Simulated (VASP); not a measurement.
Wanted: the native input for a VASP 6.6.1 run.

```yaml
Task: single point
Functional: PBE
Potentials_or_basis: VASP PAW PBE potentials, release 64 (Cd_sv_GW)
Cutoff: 630 eV
k_mesh: 3 × 3 × 3
Occupations: gaussian, width 0.1 eV
Spin: no spin polarisation
Hubbard_terms: Cd d U = 5.0 eV
Dipole_correction: no
Further_INCAR_settings: ALGO = Normal; EDIFF = 1e-06; NBANDS = 16
```

The structure of Cd lies in POSCAR:

```
Cd
1.0
    1.6080291515      0.9283960635      2.4492874100
   -1.6080291515      0.9283960635      2.4492874100
    0.0000000000     -1.8567921270      2.4492874100
Cd
1
Direct
    0.0000000000      0.0000000000      0.0000000000
```

These files were run (other wordings do the same):

INCAR

```
SYSTEM = Cd
PREC = Accurate ; ENCUT = 630
EDIFF = 1E-6 ; ISMEAR = 0
SIGMA = 0.1 ; LREAL = .FALSE.
LASPH = .TRUE. ; NELM = 200
ALGO = Normal ; ISIF = 2
LWAVE = .FALSE. ; LCHARG = .FALSE.
LDAU = .TRUE. ; LDAUTYPE = 2
LDAUL = 2 ; LDAUU = 5
LDAUJ = 0 ; LDAUPRINT = 1
GGA = PE ; NBANDS = 16
GGA_COMPAT = .FALSE.
```

KPOINTS

```
regular mesh
0
G
  3 3 3
  0 0 0
```

Potentials or basis: VASP PAW PBE potentials, release 64 (Cd_sv_GW).

Command:

```console
$ cat potpaw_PBE.64/Cd_sv_GW/POTCAR > POTCAR
$ mpirun -np 1 vasp_std > vasp.out
```

Results of the run:

* Pressure: 5.7 GPa
* Band gap on the k mesh: 2.00 eV

Caveat: the k points lie up to 0.80 Å⁻¹ apart, too coarse for converged energies, forces and pressures; the U is typed as a test and isn't derived for this compound.

Run time: 9.7 s on 1 thread of AMD EPYC 7571 (shared host), peak memory 0.13 GiB.
